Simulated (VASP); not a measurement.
# La3Pb (Pm-3m) in VASP: single point with LDA

Aim: the single point of La3Pb with LDA.

Program: VASP 6.6.1. These are calculated values, not measurements. Logs are shortened: lines on timing, memory, paths and dates and some standing lists are left out, and cuts for length are marked.

### Step 1. The cell of the first run

The structure is cubic, space group Pm-3m (No. 221). The conventional cell has a = 5.073 Å, b = 5.073 Å, c = 5.073 Å, α = 90.00°, β = 90.00°, γ = 90.00°. Within 4.7 Å of La (site symmetry 4/mmm) lie 8 La at 3.59 Å and 4 Pb at 3.59 Å. Within 4.7 Å of Pb (site symmetry m-3m) lie 12 La at 3.59 Å.

### Step 2. Single point, LDA

File INCAR:

```
SYSTEM = La3Pb
PREC     = Accurate       ! precision mode
ENCUT    = 520            ! plane-wave cutoff, eV
EDIFF    = 1E-6           ! SCF threshold, eV
ISMEAR   = 1              ! smearing method
SIGMA    = 0.05           ! smearing width, eV
LREAL    = .FALSE.        ! projectors in reciprocal space
LASPH    = .TRUE.         ! aspherical terms in the spheres
NELM     = 100            ! most SCF steps
ALGO     = Normal         ! electronic algorithm
ISIF     = 2              ! what is computed and relaxed
LWAVE    = .FALSE.        ! write WAVECAR
LCHARG   = .TRUE.         ! write CHGCAR
GGA      = CA             ! functional
LELF     = .TRUE.         ! ELF
LVHAR    = .TRUE.       
NBANDS   = 32             ! bands
```

File KPOINTS:

```
Automatic mesh
0
G
  5 5 5
  0 0 0
```

File POSCAR:

```
La3Pb
1.0
    5.0733230000      0.0000000000      0.0000000000
    0.0000000000      5.0733230000      0.0000000000
    0.0000000000      0.0000000000      5.0733230000
La Pb
3 1
Direct
    0.5000000000      0.5000000000      0.0000000000
    0.5000000000      0.0000000000      0.5000000000
    0.0000000000      0.5000000000      0.5000000000
    0.0000000000      0.0000000000      0.0000000000
```

Potentials or basis: VASP PAW LDA potentials, release 64 (La, Pb_d).

The run is started by

```bash
cat potpaw_LDA.64/La/POTCAR potpaw_LDA.64/Pb_d/POTCAR > POTCAR
mpirun -np 1 vasp_std > vasp.out
```

OUTCAR:

```text
SYSTEM = La3Pb
   PREC = Accurate
   ENCUT = 520
   EDIFF = 1E-6
   ISMEAR = 1
   LREAL = .FALSE.
   LASPH = .TRUE.
   NELM = 100
   ISIF = 2
   GGA = CA

 ion  position               nearest neighbor table
   1  0.500  0.500  0.000-   2 3.59   3 3.59   4 3.59   2 3.59   3 3.59   2 3.59   4 3.59   2 3.59
                             3 3.59   4 3.59   3 3.59   4 3.59
   2  0.500  0.000  0.500-   1 3.59   3 3.59   4 3.59   1 3.59   4 3.59   1 3.59   3 3.59   1 3.59
                             3 3.59   4 3.59   4 3.59   3 3.59
   3  0.000  0.500  0.500-   1 3.59   2 3.59   4 3.59   1 3.59   4 3.59   2 3.59   4 3.59   4 3.59
                             1 3.59   2 3.59   1 3.59   2 3.59
   4  0.000  0.000  0.000-   1 3.59   2 3.59   3 3.59   2 3.59   3 3.59   1 3.59   3 3.59   3 3.59
                             1 3.59   2 3.59   2 3.59   1 3.59

  LATTYP: Found a simple cubic cell.
 ALAT       =     5.0733230000

  Lattice vectors:

 A1 = (   5.0733230000,   0.0000000000,   0.0000000000)
 A2 = (   0.0000000000,   5.0733230000,   0.0000000000)
 A3 = (   0.0000000000,   0.0000000000,   5.0733230000)

Analysis of symmetry for initial positions (statically):
=====================================================================
 Subroutine PRICEL returns:
 Original cell was already a primitive cell.

 Routine SETGRP: Setting up the symmetry group for a
 simple cubic supercell.

 Subroutine GETGRP returns: Found 48 space group operations
 (whereof 48 operations were pure point group operations)
 out of a pool of 48 trial point group operations.

The static configuration has the point symmetry O_h .

Analysis of symmetry for dynamics (positions and initial velocities):
=====================================================================
 Subroutine PRICEL returns:
 Original cell was already a primitive cell.

 Routine SETGRP: Setting up the symmetry group for a
 simple cubic supercell.

 Subroutine GETGRP returns: Found 48 space group operations
 (whereof 48 operations were pure point group operations)
 out of a pool of 48 trial point group operations.

The dynamic configuration has the point symmetry O_h .

 Subroutine INISYM returns: Found 48 space group operations
 (whereof 48 operations are pure point group operations),
 and found     1 'primitive' translations

----------------------------------------------------------------------------------------

                                     Primitive cell

[... 79 lines left out ...]
   EDIFF  = 0.1E-05   stopping-criterion for ELM
   LREAL  =      F    real-space projection
   EDIFFG = 0.1E-04   stopping-criterion for IOM
   NSW    =      0    number of steps for IOM
   IBRION =     -1    ionic relax: 0-MD 1-quasi-New 2-CG
   NFREE  =      0    steps in history (QN), initial steepest desc. (CG)
   ISIF   =      2    stress and relaxation
   ISYM   =      2    0-nonsym 1-usesym 2-fastsym
   POTIM  = 0.5000    time-step for ionic-motion
   TEBEG  =    0.0;   TEEND  =   0.0 temperature during run
   PSTRESS=    0.0 pullay stress
   NELECT =      47.0000    total number of electrons
   NUPDOWN=      -1.0000    fix difference up-down
   EMIN   =  10.00;   EMAX   =-10.00  energy-range for DOS
   EFERMI =   0.00;   METHOD = LEGACY
   ISMEAR =     1;   SIGMA  =   0.05  broadening in eV -4-tet -1-fermi 0-gaus
   EFERMI_NEDOS =   21; number of points for ismear=-14 and -15
   IALGO  =     38    algorithm
   IMIX   =      4    mixing-type and parameters
     AMIX     =   0.40;   BMIX     =  1.00
     AMIX_MAG =   1.60;   BMIX_MAG =  1.00
  volume/ion in A,a.u.               =      32.65       220.30
  Fermi-wavevector in a.u.,A,eV,Ry     =   1.164524  2.200630 18.451066  1.356115
  Thomas-Fermi vector in A             =   2.301060
   LORBIT       =      0    0 simple, 1 ext, 2 COOP (PROOUT), +10 PAW based schemes
   GGA     = CA    functional components
   LHFCALC =     F    Hartree Fock is set to
   AEXX    =    0.0000 exact exchange contribution
   IVDW    =     0    specifies the selected vdW correction
   LEPSILON=     F    determine dielectric tensor
   LRPA    =     F    only Hartree local field effects (RPA)
 non-spin polarized calculation
 Methfessel and Paxton  Order N= 1 SIGMA  =   0.05
  energy-cutoff  :      520.00
  volume of cell :      130.58
 maximum number of plane-waves:      3541
 NGX is ok and might be reduce to    40
   NGX = 19   NGY = 19   NGZ = 19

 number of electron      47.0000000 magnetization

 Free energy of the ion-electron system (eV)
  ---------------------------------------------------
  ext. energy  EPLUGINS =         0.00000000
  ---------------------------------------------------
  free energy    TOTEN  =       -22.58655831 eV

  energy without entropy =      -22.58117716  energy(sigma->0) =      -22.58476459

 E-fermi :   8.3152     XC(G=0): -10.2503

 val. band max:        8.3109366192   @ k =   0.0000   0.0000   0.0000
 cond. band min:       8.3172988978   @ k =   0.2000   0.0000   0.0000
 fundamental gap:      0.0063622787
 Fermi energy:         8.3151784177

 k-point     1 :       0.0000    0.0000    0.0000
  band No.  band energies     occupation
      1     -24.4509      2.00000
      2     -24.1285      2.00000
      3     -24.1285      2.00000
      4      -8.7409      2.00000
      5      -8.7409      2.00000
      6      -8.7409      2.00000
[... 339 lines left out ...]
     31       9.9288      0.00000
     32       9.9390      0.00000

------------------------ aborting loop because EDIFF is reached ----------------------------------------

  FORCE on cell =-STRESS in cart. coord.  units (eV):
  Direction    XX          YY          ZZ          XY          YZ          ZX
  --------------------------------------------------------------------------------------
  -------------------------------------------------------------------------------------
  Total       -2.9631944     -2.9631944     -2.9631944     -0.0000000     -0.0000000      0.0000000
  in kB      -36.3574308    -36.3574308    -36.3574308     -0.0000000     -0.0000000      0.0000000
  external PRESSURE =     -36.3574308 kB  Pullay stress =       0.0000000 kB

 VOLUME and BASIS-vectors are now :
 -----------------------------------------------------------------------------
  energy-cutoff  :      520.00
  volume of cell :      130.58
      direct lattice vectors                 reciprocal lattice vectors
     5.073323000  0.000000000  0.000000000     0.197109468  0.000000000  0.000000000
     0.000000000  5.073323000  0.000000000     0.000000000  0.197109468  0.000000000
     0.000000000  0.000000000  5.073323000     0.000000000  0.000000000  0.197109468

 POSITION                                       TOTAL-FORCE (eV/Angst)
 -----------------------------------------------------------------------------------
      2.53666      2.53666      0.00000         0.000000      0.000000      0.000000
      2.53666      0.00000      2.53666         0.000000      0.000000      0.000000
      0.00000      2.53666      2.53666         0.000000      0.000000      0.000000
      0.00000      0.00000      0.00000         0.000000      0.000000      0.000000
 -----------------------------------------------------------------------------------
    total drift:                                0.000000     -0.000000     -0.000000

  FREE ENERGIE OF THE ION-ELECTRON SYSTEM (eV)
  ---------------------------------------------------
  free  energy   TOTEN  =       -22.5865583062 eV

  energy  without entropy=      -22.5811771556  energy(sigma->0) =      -22.58476459
```

stdout:

```text
POSCAR found type information on POSCAR LaPb
 POSCAR found :  2 types and       4 ions
 scaLAPACK will be used
 LDA part: xc-table for (Slater(with rela. corr.)+CA(PZ))
 , standard interpolation
 POSCAR, INCAR and KPOINTS ok, starting setup
 FFT: planning ... GRIDC
 FFT: planning ... GRID_SOFT
 FFT: planning ... GRID
 WAVECAR not read
 entering main loop
```

Run time: 2 min. Hardware: 1 thread of AMD EPYC 7R13 (Zen 3), shared host; peak memory 0.18 GiB.

What came out:

| Property | Result |
| --- | --- |
| Free energy | -22.5866 eV |
| Pressure | -3.6 GPa |

Caveat: spin-orbit coupling is left out, which moves the levels of the heavy elements.
